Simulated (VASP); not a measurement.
# MgS (P6_3mc) in VASP: notebook

Aim: see how the results for MgS move with the level of theory and the settings. Levels: PBE, r2SCAN. Tasks: single point.

Everything below comes from runs of VASP 6.6.1. Logs are shortened: lines on timing, memory, paths and dates and some standing lists are left out, and cuts for length are marked.

### Step 1. The cell of the first run

It takes space group P6_3mc (No. 186, hexagonal). Conventional cell: a = 4.029 Å, b = 4.029 Å, c = 6.713 Å, α = 90.00°, β = 90.00°, γ = 120.00°. Mg (site symmetry 3m) has 4 S at 2.48 to 2.51 Å within 3.3 Å. S (site symmetry 3m) has 4 Mg at 2.48 to 2.51 Å within 3.3 Å.

### Step 2. Single point, PBE (uniaxial z strain +4.0%)

File INCAR:

```
ALGO     = Normal         # electronic algorithm
EDIFF    = 1E-7           # SCF threshold, eV
ENCUT    = 520            # plane-wave cutoff, eV
GGA      = PE             # functional
ISIF     = 2              # what is computed and relaxed
ISMEAR   = -1             # smearing method
LASPH    = True           # aspherical terms in the spheres
LCHARG   = True           # write CHGCAR
LELF     = True           # ELF
LREAL    = False          # projectors in reciprocal space
LVHAR    = True         
LWAVE    = False          # write WAVECAR
NBANDS   = 16             # bands
NELM     = 80             # most SCF steps
PREC     = Accurate       # precision mode
SIGMA    = 0.02           # smearing width, eV
```

File KPOINTS:

```
k-points
0
Gamma
  12 12 4
```

File POSCAR:

```
MgS
1.0
    4.0286256344      0.0000000000      0.0000000000
   -2.0143128172      3.4888921417      0.0000000000
    0.0000000000      0.0000000000      6.7125684976
Mg S
2 2
Direct
    0.3333333333      0.6666666667      0.0008768639
    0.6666666667      0.3333333333      0.5008768639
    0.3333333333      0.6666666667      0.3741231361
    0.6666666667      0.3333333333      0.8741231361
```

Potentials or basis: VASP PAW PBE potentials, release 64 (Mg, S).

Launch:

```bash
> cat potpaw_PBE.64/Mg/POTCAR potpaw_PBE.64/S/POTCAR > POTCAR
> mpirun -np 1 vasp_std > vasp.out
```

OUTCAR:

```text
EDIFF = 1E-7
   ENCUT = 520
   GGA = PE
   ISIF = 2
   ISMEAR = -1
   LASPH = True
   LREAL = False
   NELM = 80
   PREC = Accurate

 ion  position               nearest neighbor table
   1  0.333  0.667  0.001-   4 2.48   4 2.48   4 2.48   3 2.51
   2  0.667  0.333  0.501-   3 2.48   3 2.48   3 2.48   4 2.51
   3  0.333  0.667  0.374-   2 2.48   2 2.48   2 2.48   1 2.51
   4  0.667  0.333  0.874-   1 2.48   1 2.48   1 2.48   2 2.51

  LATTYP: Found a hexagonal cell.
 ALAT       =     4.0286256344
 C/A-ratio  =     1.6662179877

  Lattice vectors:

 A1 = (   4.0286256344,   0.0000000000,   0.0000000000)
 A2 = (  -2.0143128172,   3.4888921417,   0.0000000000)
 A3 = (   0.0000000000,   0.0000000000,   6.7125684976)

Analysis of symmetry for initial positions (statically):
=====================================================================
 Subroutine PRICEL returns:
 Original cell was already a primitive cell.

 Routine SETGRP: Setting up the symmetry group for a
 hexagonal supercell.

 Subroutine GETGRP returns: Found 12 space group operations
 (whereof  6 operations were pure point group operations)
 out of a pool of 24 trial point group operations.

The static configuration has the point symmetry C_3v.
 The point group associated with its full space group is C_6v.

Analysis of symmetry for dynamics (positions and initial velocities):
=====================================================================
 Subroutine PRICEL returns:
 Original cell was already a primitive cell.

 Routine SETGRP: Setting up the symmetry group for a
 hexagonal supercell.

 Subroutine GETGRP returns: Found 12 space group operations
 (whereof  6 operations were pure point group operations)
 out of a pool of 24 trial point group operations.

The dynamic configuration has the point symmetry C_3v.
 The point group associated with its full space group is C_6v.

 Subroutine INISYM returns: Found 12 space group operations
 (whereof  6 operations are pure point group operations),
 and found     1 'primitive' translations

----------------------------------------------------------------------------------------

                                     Primitive cell

  volume of cell :      94.3481

  direct lattice vectors                    reciprocal lattice vectors
     4.028625634  0.000000000  0.000000000     0.248223610  0.143311968  0.000000000
    -2.014312817  3.488892142  0.000000000     0.000000000  0.286623937  0.000000000
     0.000000000  0.000000000  6.712568498     0.000000000  0.000000000  0.148974271

  length of vectors
     4.028625634  4.028625634  6.712568498     0.286623937  0.286623937  0.148974271

  position of ions in fractional coordinates (direct lattice)
     0.333333333  0.666666667  0.000876864
     0.666666667  0.333333333  0.500876864
     0.333333333  0.666666667  0.374123136
     0.666666667  0.333333333  0.874123136

  ion indices of the primitive-cell ions
   primitive index   ion index
                 1           1
                 2           2
                 3           3
                 4           4

----------------------------------------------------------------------------------------

 KPOINTS: k-points

Automatic generation of k-mesh.
 Grid dimensions read from file:
 generate k-points for:   12   12    4

 Generating k-lattice:

  Cartesian coordinates                     Fractional coordinates (reciprocal lattice)
     0.020685301  0.011942664  0.000000000     0.083333333  0.000000000  0.000000000
     0.000000000  0.023885328  0.000000000     0.000000000  0.083333333  0.000000000
     0.000000000  0.000000000  0.037243568     0.000000000  0.000000000  0.250000000

  Length of vectors
     0.023885328  0.023885328  0.037243568

  Shift w.r.t. Gamma in fractional coordinates (k-lattice)
     0.000000000  0.000000000  0.000000000

 Subroutine IBZKPT returns following result:
 ===========================================

 Found     57 irreducible k-points:

 Following reciprocal coordinates:
            Coordinates               Weight
  0.000000  0.000000  0.000000      1.000000
  0.083333  0.000000  0.000000      6.000000
  0.166667  0.000000  0.000000      6.000000
  0.250000  0.000000  0.000000      6.000000
  0.333333  0.000000  0.000000      6.000000
  0.416667  0.000000  0.000000      6.000000
[... 16 lines left out ...]
  0.250000  0.000000  0.250000     12.000000
  0.333333  0.000000  0.250000     12.000000
 [... further k-points ...]
   k-points           NKPTS =     57   k-points in BZ     NKDIM =     57   number of bands    NBANDS=     16
   number of dos      NEDOS =    301   number of ions     NIONS =      4
   total plane-waves  NPLWV =  45000
   dimension x,y,z NGX =    30 NGY =   30 NGZ =   50
   dimension x,y,z NGXF=    60 NGYF=   60 NGZF=  100
   ions per type =               2   2
   NGX,Y,Z   is equivalent  to a cutoff of  12.38, 12.38, 12.38 a.u.
   NGXF,Y,Z  is equivalent  to a cutoff of  24.76, 24.76, 24.77 a.u.
 SYSTEM =  unknown system
   PREC   = accura    normal or accurate (medium, high low for compatibility)
   ISTART =      0    job   : 0-new  1-cont  2-samecut
   ICHARG =      2    charge: 1-file 2-atom 10-const
   ISPIN  =      1    spin polarized calculation?
   LNONCOLLINEAR =      F non collinear calculations
   LSORBIT =      F    spin-orbit coupling
   LASPH  =      T    aspherical Exc in radial PAW
   ENCUT  =  520.0 eV  38.22 Ry    6.18 a.u.   7.49  7.49 12.48*2*pi/ulx,y,z
   NELM   =     80;   NELMIN=  2; NELMDL= -5     # of ELM steps
   EDIFF  = 0.1E-06   stopping-criterion for ELM
   LREAL  =      F    real-space projection
   EDIFFG = 0.1E-05   stopping-criterion for IOM
   NSW    =      0    number of steps for IOM
   IBRION =     -1    ionic relax: 0-MD 1-quasi-New 2-CG
   NFREE  =      0    steps in history (QN), initial steepest desc. (CG)
   ISIF   =      2    stress and relaxation
   ISYM   =      2    0-nonsym 1-usesym 2-fastsym
   POTIM  = 0.5000    time-step for ionic-motion
   TEBEG  =    0.0;   TEEND  =   0.0 temperature during run
   PSTRESS=    0.0 pullay stress
   NELECT =      16.0000    total number of electrons
   NUPDOWN=      -1.0000    fix difference up-down
   EMIN   =  10.00;   EMAX   =-10.00  energy-range for DOS
   EFERMI =   0.00;   METHOD = LEGACY
   ISMEAR =    -1;   SIGMA  =   0.02  broadening in eV -4-tet -1-fermi 0-gaus
   EFERMI_NEDOS =   21; number of points for ismear=-14 and -15
   IALGO  =     38    algorithm
   IMIX   =      4    mixing-type and parameters
     AMIX     =   0.40;   BMIX     =  1.00
     AMIX_MAG =   1.60;   BMIX_MAG =  1.00
  volume/ion in A,a.u.               =      23.59       159.17
  Fermi-wavevector in a.u.,A,eV,Ry     =   0.906158  1.712390 11.172039  0.821122
  Thomas-Fermi vector in A             =   2.029812
   LORBIT       =      0    0 simple, 1 ext, 2 COOP (PROOUT), +10 PAW based schemes
   GGA     = PE    functional components
[... 5 lines left out ...]
 non-spin polarized calculation
  energy-cutoff  :      520.00
  volume of cell :       94.35
 maximum number of plane-waves:      2565
 NGX is ok and might be reduce to    30
   NGX = 15   NGY = 15   NGZ = 25

 number of electron      16.0000004 magnetization

 Free energy of the ion-electron system (eV)
  ---------------------------------------------------
  ext. energy  EPLUGINS =         0.00000000
  ---------------------------------------------------
  free energy    TOTEN  =       -16.95837493 eV

  energy without entropy =      -16.95837493  energy(sigma->0) =      -16.95837493

 E-fermi :   1.2825     XC(G=0):  -8.2343

 val. band max:        0.8769276016   @ k =   0.0000   0.0000   0.0000
 cond. band min:       4.1584508138   @ k =   0.0000   0.0000   0.0000
 fundamental gap:      3.2815232122
 Fermi energy:         1.2825319773

 k-point     1 :       0.0000    0.0000    0.0000
  band No.  band energies     occupation
      1     -10.3233      2.00000
      2      -9.7209      2.00000
      3      -2.2118      2.00000
      4       0.5419      2.00000
      5       0.5419      2.00000
      6       0.7724      2.00000
[... 8 lines left out ...]
     15       9.4622      0.00000
     16       9.5966      0.00000

 k-point     2 :       0.0833    0.0000    0.0000
  band No.  band energies     occupation
      1     -10.2901      2.00000
      2      -9.7019      2.00000
      3      -2.1580      2.00000
      4       0.3160      2.00000
      5       0.4841      2.00000
      6       0.6185      2.00000
[... 8 lines left out ...]
     15       9.5300      0.00000
     16       9.6112      0.00000

 k-point     3 :       0.1667    0.0000    0.0000
  band No.  band energies     occupation
      1     -10.1953      2.00000
      2      -9.6505      2.00000
      3      -2.0013      2.00000
      4      -0.2323      2.00000
      5       0.0738      2.00000
      6       0.3424      2.00000
[... 8 lines left out ...]
     15       9.3324      0.00000
     16       9.6684      0.00000

 k-point     4 :       0.2500    0.0000    0.0000
  band No.  band energies     occupation
      1     -10.0545      2.00000
      2      -9.5831      2.00000
      3      -1.7617      2.00000
      4      -0.8577      2.00000
      5      -0.5021      2.00000
      6       0.1731      2.00000
[... 8 lines left out ...]
     15       9.3170      0.00000
     16      10.0818      0.00000
[... 324 lines left out ...]
 k-point    22 :       0.1667    0.0000    0.2500
  band No.  band energies     occupation
      1     -10.1234      2.00000
      2      -9.7394      2.00000
      3      -1.7415      2.00000
      4      -0.3451      2.00000
      5      -0.0644      2.00000
      6       0.4034      2.00000
[... 8 lines left out ...]
     15       9.4665      0.00000
     16       9.6850      0.00000

 k-point    23 :       0.2500    0.0000    0.2500
  band No.  band energies     occupation
      1      -9.9910      2.00000
      2      -9.6583      2.00000
      3      -1.6421      2.00000
      4      -0.8738      2.00000
      5      -0.5118      2.00000
      6       0.2430      2.00000
[... 8 lines left out ...]
     15       9.5026      0.00000
     16      10.2432      0.00000

 k-point    24 :       0.3333    0.0000    0.2500
  band No.  band energies     occupation
      1      -9.8429      2.00000
      2      -9.5810      2.00000
      3      -1.7242      2.00000
      4      -1.3218      2.00000
      5      -0.7006      2.00000
      6       0.0988      2.00000
[... 8 lines left out ...]
     15       9.6262      0.00000
     16      10.9652      0.00000

 [... further k-points ...]

------------------------ aborting loop because EDIFF is reached ----------------------------------------

  FORCE on cell =-STRESS in cart. coord.  units (eV):
  Direction    XX          YY          ZZ          XY          YZ          ZX
  --------------------------------------------------------------------------------------
  -------------------------------------------------------------------------------------
  Total       -0.3292061     -0.3292061     -1.4836930      0.0000000      0.0000000      0.0000000
  in kB       -5.5904306     -5.5904306    -25.1954105      0.0000000      0.0000000      0.0000000
  external PRESSURE =     -12.1254239 kB  Pullay stress =       0.0000000 kB

 VOLUME and BASIS-vectors are now :
 -----------------------------------------------------------------------------
  energy-cutoff  :      520.00
  volume of cell :       94.35
      direct lattice vectors                 reciprocal lattice vectors
     4.028625634  0.000000000  0.000000000     0.248223610  0.143311968  0.000000000
    -2.014312817  3.488892142  0.000000000     0.000000000  0.286623937  0.000000000
     0.000000000  0.000000000  6.712568498     0.000000000  0.000000000  0.148974271

 POSITION                                       TOTAL-FORCE (eV/Angst)
 -----------------------------------------------------------------------------------
     -0.00000      2.32593      0.00589         0.000000      0.000000      0.002865
      2.01431      1.16296      3.36217        -0.000000     -0.000000      0.002865
     -0.00000      2.32593      2.51133        -0.000000     -0.000000     -0.002865
      2.01431      1.16296      5.86761         0.000000     -0.000000     -0.002865
 -----------------------------------------------------------------------------------
    total drift:                               -0.000000      0.000000     -0.000701

  FREE ENERGIE OF THE ION-ELECTRON SYSTEM (eV)
  ---------------------------------------------------
  free  energy   TOTEN  =       -16.9583749324 eV

  energy  without entropy=      -16.9583749324  energy(sigma->0) =      -16.95837493
```

Wall time 82 s (1 thread of Intel Xeon Platinum 8488C (Sapphire Rapids), shared host); peak memory 0.24 GiB.

What came out:

```
Free energy            : -16.9584 eV
Pressure               : -1.2 GPa
Band gap on the k mesh : 3.28 eV, direct
```

Forces in eV/Å, atoms in the order of the input:
```
Mg   0.000  0.000  0.003
Mg   0.000  0.000  0.003
S    0.000  0.000 -0.003
S    0.000  0.000 -0.003
```

Levels at points of the mesh, in eV from the valence-band top:
| k point | band 6 | band 7 | band 8 | band 9 | band 10 | band 11 |
| --- | --- | --- | --- | --- | --- | --- |
| (0.00, 0.00, 0.00) | -0.10 | 0.00 | 0.00 | 3.28 | 4.85 | 7.67 |
| (0.50, 0.00, 0.00) | -0.99 | -0.87 | -0.36 | 4.92 | 5.11 | 5.65 |
| (0.00, 0.00, 0.50) | -0.17 | -0.17 | -0.17 | 4.87 | 4.87 | 7.33 |
| (0.50, 0.00, 0.50) | -0.81 | -0.70 | -0.70 | 4.60 | 4.60 | 6.25 |

Caveat: the cell differs from its parent crystal (uniaxial z strain +4.0%). A k mesh can miss the band edges.

### Step 3. Single point, r2SCAN

This run uses another cell than the first one, of 22.68 Å³/atom, 0.962 times its volume.

File POSCAR:

```
MgS
1.0
    4.0286256344      0.0000000000      0.0000000000
   -2.0143128172      3.4888921417      0.0000000000
    0.0000000000      0.0000000000      6.4543927861
Mg S
2 2
Direct
    0.3333333333      0.6666666667     -0.0028727190
    0.6666666667      0.3333333333      0.4971272810
    0.3333333333      0.6666666667      0.3778727190
    0.6666666667      0.3333333333      0.8778727190
```

File INCAR.step1:

```
SYSTEM = MgS
ALGO = Normal
EDIFF = 1E-4
ENCUT = 520
GGA = PE
ISMEAR = 0
LASPH = .True.
LCHARG = .False.
LREAL = .False.
LWAVE = .True.
NBANDS = 16
NELM = 80
PREC = Accurate
SIGMA = 0.01
```

File INCAR.step2:

```
SYSTEM = MgS
ALGO = Normal
EDIFF = 1E-7
ENCUT = 520
ISIF = 2
ISMEAR = 0
ISTART = 1
LASPH = .True.
LCHARG = .False.
LMIXTAU = .True.
LREAL = .False.
LWAVE = .False.
METAGGA = R2SCAN
NBANDS = 16
NELM = 80
PREC = Accurate
SIGMA = 0.01
```

File KPOINTS:

```
k-points
0
Gamma
  12 12 4
  0 0 0
```

Potentials or basis: VASP PAW PBE potentials, release 64 (Mg, S).

Launch:

```bash
> cat potpaw_PBE.64/Mg/POTCAR potpaw_PBE.64/S/POTCAR > POTCAR
> cp INCAR.step1 INCAR
> mpirun -np 1 vasp_std > vasp.out
> cp INCAR.step2 INCAR
> mpirun -np 1 vasp_std > vasp.out
```

Wall time 4.5 min (1 thread of Intel Xeon Platinum 8488C (Sapphire Rapids), shared host); peak memory 0.25 GiB.

It converged, with:

```yaml
Free_energy: -30.9361 eV
Pressure: -0.3 GPa
Band_gap_on_the_k_mesh: 4.13 eV, direct
```

Forces on the atoms (eV/Å):
```
Mg   0.000  0.000  0.003
Mg   0.000  0.000  0.003
S    0.000  0.000 -0.003
S    0.000  0.000 -0.003
```

Levels at points of the mesh, in eV from the valence-band top:
| k point | band 5 | band 6 | band 7 | band 8 | band 9 | band 10 | band 11 | band 12 |
| --- | --- | --- | --- | --- | --- | --- | --- | --- |
| (0.00, 0.00, 0.00) | -0.53 | -0.12 | -0.12 | 0.00 | 4.13 | 5.41 | 8.14 | 8.14 |
| (0.50, 0.00, 0.00) | -1.87 | -1.22 | -0.92 | -0.44 | 5.30 | 5.70 | 6.46 | 8.09 |
| (0.00, 0.00, 0.50) | -0.33 | -0.33 | -0.33 | -0.33 | 5.61 | 5.61 | 8.28 | 8.28 |
| (0.50, 0.00, 0.50) | -0.86 | -0.86 | -0.80 | -0.80 | 5.19 | 5.19 | 6.93 | 6.93 |

Caveat: the PAW data sets were made with another functional, which shifts forces and pressure a little.

(Continued in part 2 of 2.)
